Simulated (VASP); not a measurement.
Input of a VASP 6.6.1 run:

The input INCAR:

```
  ALGO = Normal
  EDIFF = 1E-7
  EDIFFG = -0.04
  ENCUT = 750
  GGA = PE
  GGA_COMPAT = False
  IBRION = 2
  ISIF = 3
  ISMEAR = 0
  LASPH = True
  LCHARG = False
  LREAL = False
  LWAVE = False
  NELM = 120
  NELMIN = 4
  NSW = 90
  PREC = Accurate
  SIGMA = 0.1
```

Contents of KPOINTS:

```
k-points
0
Gamma
  4 4 4
```

The input POSCAR:

```
LiW6S
1.0
    0.0000000000      4.0879044000      4.0879044000
    4.0879044000      0.0000000000      4.0879044000
    4.0879044000      4.0879044000      0.0000000000
Li W S
1 6 1
Direct
    0.0000000000      0.0000000000      0.0000000000
    0.5000000000      0.0000000000      0.0000000000
    0.0000000000      0.5000000000      0.5000000000
    0.0000000000      0.5000000000      0.0000000000
    0.5000000000      0.0000000000      0.5000000000
    0.0000000000      0.0000000000      0.5000000000
    0.5000000000      0.5000000000      0.0000000000
    0.5000000000      0.5000000000      0.5000000000
```

Potentials or basis: VASP PAW PBE potentials, release 64 (Li_sv, W_sv, S).

Command:

```sh
$ cat potpaw_PBE.64/Li_sv/POTCAR potpaw_PBE.64/W_sv/POTCAR potpaw_PBE.64/S/POTCAR > POTCAR
$ mpirun -np 1 vasp_std > vasp.out
```

Question: Estimate the space group after relaxing (to 0.1 Å).

Answer: Fm-3m (No. 225).

Question: Estimate the relaxed cell.

Answer: a = 5.594 Å, b = 5.594 Å, c = 5.594 Å, α = 60.00°, β = 60.00°, γ = 60.00°.

The path:
```tsv
step	energy change (eV)	largest force (eV/Å)	pressure (GPa)	volume (Å³)
1	0.0000	0.0000	-17.25	136.63
2	2.2392	0.0000	55.56	103.40
3	-0.7643	0.0000	-1.20	124.32
4	-0.7668	0.0000	-0.24	123.76
```
